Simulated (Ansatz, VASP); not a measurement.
# ZnS: VASP beside Ansatz

The input INCAR:

```
SYSTEM = ZnS
ALGO = Normal ; EDIFF = 1E-7
ENCUT = 520 ; GGA = PE
ISIF = 2 ; ISMEAR = 0
LASPH = .TRUE. ; LCHARG = .FALSE.
LREAL = .FALSE. ; LWAVE = .FALSE.
NBANDS = 26 ; NELM = 80
PREC = Accurate ; SIGMA = 0.05
```

KPOINTS

```
k-points
0
G
  12 12 6
  0 0 0
```

POSCAR

```
ZnS
1.0
    3.6585588303      0.0000000000      0.0000000000
   -1.8292794152      3.1684048883      0.0000000000
    0.0000000000      0.0000000000      6.2340000000
Zn S
2 2
Direct
    0.3333333333      0.6666666667      0.0000000000
    0.6666666667      0.3333333333      0.5000000000
    0.3333333333      0.6666666667      0.3850000000
    0.6666666667      0.3333333333      0.8850000000
```

Input for Ansatz:

```yaml
crystal:
  lattice:
    - [3.6585588303, 0.0, 0.0]
    - [-1.8292794152, 3.1684048883, 0.0]
    - [0.0, 0.0, 6.234]
  atoms:
    - { symbol: Zn, position: [0.3333333333, 0.6666666667, 0.0] }
    - { symbol: Zn, position: [0.6666666667, 0.3333333333, 0.5] }
    - { symbol: S, position: [0.3333333333, 0.6666666667, 0.385] }
    - { symbol: S, position: [0.6666666667, 0.3333333333, 0.885] }
basis:
  ecutwfc: 420
kpoints:
  mp_grid: { grid: [12, 12, 6] }
hamiltonian:
  xc: pbe
scf:
  occupations: { method: gaussian, width: 0.05 }
output:
  forces: true
  stress: true
  eigenvalues: true
```

Change from the starting cell: strain -0.040 along x and y, +0.000 along z, atoms carried along.

Alike in both runs: task single point; functional PBE; k mesh 12 × 12 × 6; occupations gaussian, width 0.05 eV; no spin polarisation.

```csv
,VASP,Ansatz
version,VASP 6.6.1,Ansatz 0.2.0
potentials or method,"VASP PAW PBE potentials, release 64 (Zn, S), cutoff 520 eV","scalar-relativistic, plane waves, PAW"
valence electrons in the cell,36,36
```

|  | VASP | Ansatz | Ansatz less VASP |
| --- | --- | --- | --- |
| gap on the k mesh at the Fermi level (eV) | 2.52 | 2.51 | -0.011 |
| least direct gap on the mesh (eV) | 2.52 | 2.51 | -0.011 |
| pressure (GPa) | 10.9 | 10.7 | -0.22 |
| traceless stress, the component that is largest in VASP (GPa) | -6.89 | -6.84 | +0.045 |
| rms of the force components (eV/Å) | 0.427 | 0.423 | -0.0044 |

Atom by atom the forces differ by 0.004 eV/Å (rms over components).
